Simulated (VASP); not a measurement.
# BaTiO3 (R3m) in VASP: a series of runs

The runs below take BaTiO3 through single point, with PBE.

All numbers are computed with VASP 6.6.1; they aren't measurements. Logs are shortened: lines on timing, memory, paths and dates and some standing lists are left out, and cuts for length are marked.

## (1) The cell of the first run

Symmetry: R3m, No. 160, trigonal system. The conventional cell has a = 5.655 Å, b = 5.655 Å, c = 7.092 Å, α = 90.00°, β = 90.00°, γ = 120.00°. Within 3.7 Å of Ba (site symmetry 3m) lie 12 O at 2.78 to 2.97 Å and 8 Ti at 3.44 to 3.64 Å. Ti (site symmetry 3m) has 6 O at 1.87 to 2.17 Å within 2.5 Å. O (site symmetry m) has 2 Ti at 1.87 to 2.17 Å within 2.5 Å.

## (2) Single point, PBE (z stretched by +2 %, then relaxed in part)

INCAR reads:

```
PREC = Accurate
ENCUT = 520
EDIFF = 1E-6
ISMEAR = -1
SIGMA = 0.02
LREAL = False
LASPH = True
NELM = 100
ALGO = Normal
ISIF = 2
LWAVE = False
LCHARG = False
GGA = PE
NBANDS = 28
```

KPOINTS reads:

```
Automatic mesh
0
Gamma
  8 8 8
```

POSCAR reads:

```
BaTiO3
1.0
    2.8276671207      1.6325543733      2.3640866530
   -2.8276671207      1.6325543733      2.3640866530
    0.0000000000     -3.2651087466      2.3640866530
Ba Ti O
1 1 3
Direct
   -0.0040151300     -0.0040151300     -0.0040151300
    0.4827212529      0.4827212529      0.4827212529
    0.5116439555      0.5116439555      0.0193059661
    0.0193059661      0.5116439555      0.5116439555
    0.5116439555      0.0193059661      0.5116439555
```

Potentials or basis: VASP PAW PBE potentials, release 64 (Ba_sv, Ti_sv, O).

Launch:

```sh
$ cat potpaw_PBE.64/Ba_sv/POTCAR potpaw_PBE.64/Ti_sv/POTCAR potpaw_PBE.64/O/POTCAR > POTCAR
$ mpirun -np 1 vasp_std > vasp.out
```

OUTCAR:

```text
PREC = Accurate
   ENCUT = 520
   EDIFF = 1E-6
   ISMEAR = -1
   LREAL = False
   LASPH = True
   NELM = 100
   ISIF = 2
   GGA = PE

 ion  position               nearest neighbor table
   1  0.996  0.996  0.996-   3 2.78   4 2.78   5 2.78   4 2.83   5 2.83   5 2.83   4 2.83   3 2.83
                             3 2.83   3 2.97   4 2.97   5 2.97   2 3.44   2 3.44   2 3.44   2 3.45
   2  0.483  0.483  0.483-   3 1.87   4 1.87   5 1.87   3 2.17   4 2.17   5 2.17   1 3.44   1 3.44
                             1 3.44   1 3.45   1 3.51   1 3.51   1 3.51   1 3.64
   3  0.512  0.512  0.019-   2 1.87   2 2.17   1 2.78   1 2.83   1 2.83   1 2.97
   4  0.019  0.512  0.512-   2 1.87   2 2.17   1 2.78   1 2.83   1 2.83   1 2.97
   5  0.512  0.019  0.512-   2 1.87   2 2.17   1 2.78   1 2.83   1 2.83   1 2.97

  LATTYP: Found a trigonal (rhomboedric) cell.
 ALAT       =     4.0311091315
 COS(alpha) =     0.0159040413

  Lattice vectors:

 A1 = (   2.8276671207,   1.6325543733,   2.3640866530)
 A2 = (  -2.8276671207,   1.6325543733,   2.3640866530)
 A3 = (   0.0000000000,  -3.2651087466,   2.3640866530)

Analysis of symmetry for initial positions (statically):
=====================================================================
 Subroutine PRICEL returns:
 Original cell was already a primitive cell.

 Routine SETGRP: Setting up the symmetry group for a
 trigonal (rhombohedral) supercell.

 Subroutine GETGRP returns: Found  6 space group operations
 (whereof  6 operations were pure point group operations)
 out of a pool of 12 trial point group operations.

The static configuration has the point symmetry C_3v.

Analysis of symmetry for dynamics (positions and initial velocities):
=====================================================================
 Subroutine PRICEL returns:
 Original cell was already a primitive cell.

 Routine SETGRP: Setting up the symmetry group for a
 trigonal (rhombohedral) supercell.

 Subroutine GETGRP returns: Found  6 space group operations
 (whereof  6 operations were pure point group operations)
 out of a pool of 12 trial point group operations.

The dynamic configuration has the point symmetry C_3v.

 Subroutine INISYM returns: Found  6 space group operations
 (whereof  6 operations are pure point group operations),
 and found     1 'primitive' translations

----------------------------------------------------------------------------------------

                                     Primitive cell

  volume of cell :      65.4803

  direct lattice vectors                    reciprocal lattice vectors
     2.827667121  1.632554373  2.364086653     0.176824208  0.102089504  0.140998780
    -2.827667121  1.632554373  2.364086653    -0.176824208  0.102089504  0.140998780
     0.000000000 -3.265108747  2.364086653     0.000000000 -0.204179009  0.140998780

  length of vectors
     4.031109132  4.031109132  4.031109131     0.248132472  0.248132472  0.248132472

  position of ions in fractional coordinates (direct lattice)
     0.995984870  0.995984870  0.995984870
     0.482721253  0.482721253  0.482721253
     0.511643955  0.511643955  0.019305966
     0.019305966  0.511643955  0.511643955
     0.511643955  0.019305966  0.511643955

  ion indices of the primitive-cell ions
   primitive index   ion index
                 1           1
                 2           2
                 3           3
                 4           4
                 5           5

----------------------------------------------------------------------------------------

 KPOINTS: Automatic mesh

Automatic generation of k-mesh.
 Grid dimensions read from file:
 generate k-points for:    8    8    8

 Generating k-lattice:

  Cartesian coordinates                     Fractional coordinates (reciprocal lattice)
     0.022103026  0.012761188  0.017624847     0.125000000  0.000000000  0.000000000
    -0.022103026  0.012761188  0.017624847     0.000000000  0.125000000  0.000000000
     0.000000000 -0.025522376  0.017624847     0.000000000  0.000000000  0.125000000

  Length of vectors
     0.031016559  0.031016559  0.031016559

  Shift w.r.t. Gamma in fractional coordinates (k-lattice)
     0.000000000  0.000000000  0.000000000

 Subroutine IBZKPT returns following result:
 ===========================================

 Found     65 irreducible k-points:

 Following reciprocal coordinates:
            Coordinates               Weight
  0.000000  0.000000  0.000000      1.000000
  0.125000 -0.000000  0.000000      6.000000
  0.250000 -0.000000  0.000000      6.000000
  0.375000  0.000000 -0.000000      6.000000
  0.500000 -0.000000  0.000000      3.000000
  0.125000  0.125000  0.000000      6.000000
[... 16 lines left out ...]
  0.250000  0.125000  0.125000      6.000000
  0.375000  0.125000  0.125000      6.000000
 [... further k-points ...]
   k-points           NKPTS =     65   k-points in BZ     NKDIM =     65   number of bands    NBANDS=     28
   number of dos      NEDOS =    301   number of ions     NIONS =      5
   total plane-waves  NPLWV =  27000
   dimension x,y,z NGX =    30 NGY =   30 NGZ =   30
   dimension x,y,z NGXF=    60 NGYF=   60 NGZF=   60
   ions per type =               1   1   3
   NGX,Y,Z   is equivalent  to a cutoff of  12.37, 12.37, 12.37 a.u.
   NGXF,Y,Z  is equivalent  to a cutoff of  24.74, 24.74, 24.74 a.u.
 SYSTEM =  unknown system
   PREC   = accura    normal or accurate (medium, high low for compatibility)
   ISTART =      0    job   : 0-new  1-cont  2-samecut
   ICHARG =      2    charge: 1-file 2-atom 10-const
   ISPIN  =      1    spin polarized calculation?
   LNONCOLLINEAR =      F non collinear calculations
   LSORBIT =      F    spin-orbit coupling
   LASPH  =      T    aspherical Exc in radial PAW
   ENCUT  =  520.0 eV  38.22 Ry    6.18 a.u.   7.50  7.50  7.50*2*pi/ulx,y,z
   NELM   =    100;   NELMIN=  2; NELMDL= -5     # of ELM steps
   EDIFF  = 0.1E-05   stopping-criterion for ELM
   LREAL  =      F    real-space projection
   EDIFFG = 0.1E-04   stopping-criterion for IOM
   NSW    =      0    number of steps for IOM
   IBRION =     -1    ionic relax: 0-MD 1-quasi-New 2-CG
   NFREE  =      0    steps in history (QN), initial steepest desc. (CG)
   ISIF   =      2    stress and relaxation
   ISYM   =      2    0-nonsym 1-usesym 2-fastsym
   POTIM  = 0.5000    time-step for ionic-motion
   TEBEG  =    0.0;   TEEND  =   0.0 temperature during run
   PSTRESS=    0.0 pullay stress
   NELECT =      40.0000    total number of electrons
   NUPDOWN=      -1.0000    fix difference up-down
   EMIN   =  10.00;   EMAX   =-10.00  energy-range for DOS
   EFERMI =   0.00;   METHOD = LEGACY
   ISMEAR =    -1;   SIGMA  =   0.02  broadening in eV -4-tet -1-fermi 0-gaus
   EFERMI_NEDOS =   21; number of points for ismear=-14 and -15
   IALGO  =     38    algorithm
   IMIX   =      4    mixing-type and parameters
     AMIX     =   0.40;   BMIX     =  1.00
     AMIX_MAG =   1.60;   BMIX_MAG =  1.00
  volume/ion in A,a.u.               =      13.10        88.38
  Fermi-wavevector in a.u.,A,eV,Ry     =   1.389072  2.624965 26.252713  1.929520
  Thomas-Fermi vector in A             =   2.513137
   LORBIT       =      0    0 simple, 1 ext, 2 COOP (PROOUT), +10 PAW based schemes
   GGA     = PE    functional components
[... 5 lines left out ...]
 non-spin polarized calculation
  energy-cutoff  :      520.00
  volume of cell :       65.48
 maximum number of plane-waves:      1788
 NGX is ok and might be reduce to    30
   NGX = 15   NGY = 15   NGZ = 15

 number of electron      39.9999999 magnetization

 Free energy of the ion-electron system (eV)
  ---------------------------------------------------
  ext. energy  EPLUGINS =         0.00000000
  ---------------------------------------------------
  free energy    TOTEN  =       -40.02241691 eV

  energy without entropy =      -40.02241691  energy(sigma->0) =      -40.02241691

 E-fermi :   4.0387     XC(G=0): -11.1261

 val. band max:        3.5850146877   @ k =   0.5000   0.5000   0.5000
 cond. band min:       6.0806751142   @ k =   0.0000   0.0000   0.0000
 fundamental gap:      2.4956604265
 Fermi energy:         4.0386796041

 k-point     1 :       0.0000    0.0000    0.0000
  band No.  band energies     occupation
      1     -52.6892      2.00000
      2     -28.9484      2.00000
      3     -28.9484      2.00000
      4     -28.9349      2.00000
      5     -21.2384      2.00000
      6     -13.1657      2.00000
[... 20 lines left out ...]
     27       8.6800      0.00000
     28      10.7288      0.00000

 k-point     2 :       0.1250   -0.0000    0.0000
  band No.  band energies     occupation
      1     -52.6891      2.00000
      2     -28.9538      2.00000
      3     -28.9482      2.00000
      4     -28.9364      2.00000
      5     -21.2231      2.00000
      6     -13.1714      2.00000
[... 20 lines left out ...]
     27       8.9730      0.00000
     28      11.0964      0.00000

 k-point     3 :       0.2500   -0.0000    0.0000
  band No.  band energies     occupation
      1     -52.6888      2.00000
      2     -28.9694      2.00000
      3     -28.9475      2.00000
      4     -28.9372      2.00000
      5     -21.1858      2.00000
      6     -13.2252      2.00000
[... 20 lines left out ...]
     27       9.7419      0.00000
     28      11.9278      0.00000

 k-point     4 :       0.3750    0.0000   -0.0000
  band No.  band energies     occupation
      1     -52.6884      2.00000
      2     -28.9859      2.00000
      3     -28.9469      2.00000
      4     -28.9370      2.00000
      5     -21.1478      2.00000
      6     -13.3170      2.00000
[... 578 lines left out ...]
     27       9.4801      0.00000
     28      11.5112      0.00000

 k-point    23 :       0.2500    0.1250    0.1250
  band No.  band energies     occupation
      1     -52.6885      2.00000
      2     -28.9688      2.00000
      3     -28.9540      2.00000
      4     -28.9439      2.00000
      5     -21.1627      2.00000
      6     -13.1418      2.00000
[... 20 lines left out ...]
     27      10.2110      0.00000
     28      11.9035      0.00000

 k-point    24 :       0.3750    0.1250    0.1250
  band No.  band energies     occupation
      1     -52.6882      2.00000
      2     -28.9850      2.00000
      3     -28.9533      2.00000
      4     -28.9437      2.00000
      5     -21.1278      2.00000
      6     -13.1927      2.00000
[... 20 lines left out ...]
     27      11.0973      0.00000
     28      12.1919      0.00000

 [... further k-points ...]
[... 5 lines left out ...]
  --------------------------------------------------------------------------------------
  -------------------------------------------------------------------------------------
  Total        2.2488312      2.2488312      0.6618020      0.0000000      0.0000000      0.0000000
  in kB       55.0245959     55.0245959     16.1930291      0.0000000      0.0000000      0.0000000
  external PRESSURE =      42.0807403 kB  Pullay stress =       0.0000000 kB

 VOLUME and BASIS-vectors are now :
 -----------------------------------------------------------------------------
  energy-cutoff  :      520.00
  volume of cell :       65.48
      direct lattice vectors                 reciprocal lattice vectors
     2.827667121  1.632554373  2.364086653     0.176824208  0.102089504  0.140998780
    -2.827667121  1.632554373  2.364086653    -0.176824208  0.102089504  0.140998780
     0.000000000 -3.265108747  2.364086653     0.000000000 -0.204179009  0.140998780

 POSITION                                       TOTAL-FORCE (eV/Angst)
 -----------------------------------------------------------------------------------
      0.00000      0.00000      7.06378         0.000000      0.000000      0.040329
      0.00000      0.00000      3.42358         0.000000      0.000000      0.083000
      0.00000      1.60754      2.46478         0.000000      0.032616     -0.041110
     -1.39217     -0.80377      2.46478        -0.028246     -0.016308     -0.041110
      1.39217     -0.80377      2.46478         0.028246     -0.016308     -0.041110
 -----------------------------------------------------------------------------------
    total drift:                               -0.000000      0.000003     -0.001137

  FREE ENERGIE OF THE ION-ELECTRON SYSTEM (eV)
  ---------------------------------------------------
  free  energy   TOTEN  =       -40.0224169061 eV

  energy  without entropy=      -40.0224169061  energy(sigma->0) =      -40.02241691
```

Run time: 70 s. Hardware: 1 thread of Intel Xeon Platinum 8488C (Sapphire Rapids), shared host; peak memory 0.25 GiB.

Results:

- Free energy: -40.0224 eV
- Pressure: 4.2 GPa
- Largest force: 0.083 eV/Å
- Band gap on the k mesh: 2.50 eV, indirect (least direct gap 2.92 eV)

Forces in eV/Å, atoms in the order of the input:
```
Ba   0.000  0.000  0.040
Ti   0.000  0.000  0.083
O    0.000  0.033 -0.041
O   -0.028 -0.016 -0.041
O    0.028 -0.016 -0.041
```

Caveat: the cell differs from its parent crystal (z stretched by +2 %, then relaxed in part); spin-orbit coupling is left out, which moves the levels of the heavy elements.

## (3) Single point, PBE (z stretched by +3 %, then relaxed in part)

INCAR reads:

```
ALGO = Normal
EDIFF = 1E-7
ENCUT = 520
GGA = PE
ISIF = 2
ISMEAR = -1
LASPH = T
LCHARG = T
LELF = T
LREAL = F
LVHAR = T
LWAVE = F
NBANDS = 28
NELM = 60
PREC = Accurate
SIGMA = 0.02
```

KPOINTS reads:

```
k-points
0
Gamma
  8 8 8
```

POSCAR reads:

```
BaTiO3
1.0
    2.8276671207      1.6325543733      2.3872639731
   -2.8276671207      1.6325543733      2.3872639731
    0.0000000000     -3.2651087466      2.3872639731
Ba Ti O
1 1 3
Direct
   -0.0051429492     -0.0051429492     -0.0051429492
    0.4810913351      0.4810913351      0.4810913351
    0.5124170827      0.5124170827      0.0205174488
    0.0205174488      0.5124170827      0.5124170827
    0.5124170827      0.0205174488      0.5124170827
```

Potentials or basis: VASP PAW PBE potentials, release 64 (Ba_sv, Ti_sv, O).

Launch:

```sh
$ cat potpaw_PBE.64/Ba_sv/POTCAR potpaw_PBE.64/Ti_sv/POTCAR potpaw_PBE.64/O/POTCAR > POTCAR
$ mpirun -np 1 vasp_std > vasp.out
```

OUTCAR:

```text
EDIFF = 1E-7
   ENCUT = 520
   GGA = PE
   ISIF = 2
   ISMEAR = -1
   LASPH = T
   LREAL = F
   NELM = 60
   PREC = Accurate

 ion  position               nearest neighbor table
   1  0.995  0.995  0.995-   3 2.79   4 2.79   5 2.79   4 2.83   5 2.83   5 2.83   4 2.83   3 2.83
                             3 2.83   3 3.00   4 3.00   5 3.00   2 3.44   2 3.44   2 3.44   2 3.48
   2  0.481  0.481  0.481-   3 1.87   4 1.87   5 1.87   3 2.20   4 2.20   5 2.20   1 3.44   1 3.44
[... 952 lines left out ...]
  -------------------------------------------------------------------------------------
  Total        2.1339374      2.1339374     -0.1476523      0.0000000      0.0000000      0.0000000
  in kB       51.7064381     51.7064381     -3.5776934      0.0000000      0.0000000      0.0000000
  external PRESSURE =      33.2783943 kB  Pullay stress =       0.0000000 kB

 VOLUME and BASIS-vectors are now :
 -----------------------------------------------------------------------------
  energy-cutoff  :      520.00
  volume of cell :       66.12
      direct lattice vectors                 reciprocal lattice vectors
     2.827667121  1.632554373  2.387263973     0.176824208  0.102089504  0.139629860
    -2.827667121  1.632554373  2.387263973    -0.176824208  0.102089504  0.139629860
     0.000000000 -3.265108747  2.387263973     0.000000000 -0.204179009  0.139629860

 POSITION                                       TOTAL-FORCE (eV/Angst)
 -----------------------------------------------------------------------------------
      0.00000      0.00000      7.12496         0.000000      0.000000      0.040134
      0.00000      0.00000      3.44548         0.000000      0.000000      0.091370
      0.00000      1.60611      2.49553         0.000000      0.036348     -0.043835
     -1.39093     -0.80305      2.49553        -0.031479     -0.018174     -0.043835
      1.39093     -0.80305      2.49553         0.031479     -0.018174     -0.043835
 -----------------------------------------------------------------------------------
    total drift:                               -0.000000      0.000003      0.000110

  FREE ENERGIE OF THE ION-ELECTRON SYSTEM (eV)
  ---------------------------------------------------
  free  energy   TOTEN  =       -40.0232635062 eV

  energy  without entropy=      -40.0232635061  energy(sigma->0) =      -40.02326351
```

OSZICAR:

```text
N       E                     dE             d eps       ncg     rms          rms(c)
DAV:   1     0.439595108050E+03    0.43960E+03   -0.20827E+04  3640   0.154E+03
DAV:   2    -0.405742575214E+01   -0.44365E+03   -0.42158E+03  4216   0.428E+02
DAV:   3    -0.484717455729E+02   -0.44414E+02   -0.44054E+02  5136   0.134E+02
DAV:   4    -0.505117158857E+02   -0.20400E+01   -0.20357E+01  5424   0.248E+01
DAV:   5    -0.505730403390E+02   -0.61324E-01   -0.61315E-01  4932   0.333E+00    0.236E+01
DAV:   6    -0.402732109281E+02    0.10300E+02   -0.56099E+01  5616   0.684E+01    0.104E+01
DAV:   7    -0.402257851882E+02    0.47426E-01   -0.12256E+01  5036   0.262E+01    0.733E+00
DAV:   8    -0.400247290276E+02    0.20106E+00   -0.60267E-01  4408   0.726E+00    0.387E+00
DAV:   9    -0.400557982505E+02   -0.31069E-01   -0.43716E-01  5424   0.601E+00    0.175E+00
DAV:  10    -0.400276548021E+02    0.28143E-01   -0.18667E-01  4444   0.433E+00    0.590E-01
DAV:  11    -0.400234428910E+02    0.42119E-02   -0.23379E-02  4492   0.907E-01    0.182E-01
DAV:  12    -0.400235021670E+02   -0.59276E-04   -0.35178E-03  4984   0.544E-01    0.137E-01
DAV:  13    -0.400232552016E+02    0.24697E-03   -0.10286E-03  4788   0.332E-01    0.162E-02
DAV:  14    -0.400232641479E+02   -0.89463E-05   -0.43669E-05  4940   0.469E-02    0.938E-03
DAV:  15    -0.400232640475E+02    0.10043E-06   -0.11444E-05  5476   0.268E-02    0.550E-03
DAV:  16    -0.400232634593E+02    0.58817E-06   -0.18773E-06  4296   0.139E-02    0.139E-03
DAV:  17    -0.400232635062E+02   -0.46854E-07   -0.12227E-07  3216   0.233E-03
   1 F= -.40023264E+02 E0= -.40023264E+02  d E =-.377191E-10
```

stdout:

```text
POSCAR found type information on POSCAR BaTiO
 POSCAR found :  3 types and       5 ions
 scaLAPACK will be used
 LDA part: xc-table for (Slater+PW92), standard interpolation
 POSCAR, INCAR and KPOINTS ok, starting setup
 FFT: planning ... GRIDC
 FFT: planning ... GRID_SOFT
 FFT: planning ... GRID
 WAVECAR not read
 entering main loop
```

Wall time 84 s (1 thread of Intel Xeon Platinum 8488C (Sapphire Rapids), shared host); peak memory 0.25 GiB.

What came out:

```yaml
Free_energy: -40.0233 eV
Pressure: 3.3 GPa
Largest_force: 0.091 eV/Å
Band_gap_on_the_k_mesh: 2.58 eV, indirect (least direct gap 3.03 eV)
```

Forces on the atoms (eV/Å):
```
Ba   0.000  0.000  0.040
Ti   0.000  0.000  0.091
O    0.000  0.036 -0.044
O   -0.031 -0.018 -0.044
O    0.031 -0.018 -0.044
```

Caveat: the cell differs from its parent crystal (z stretched by +3 %, then relaxed in part); spin-orbit coupling is left out, which moves the levels of the heavy elements.

[end of part 1 of 2]
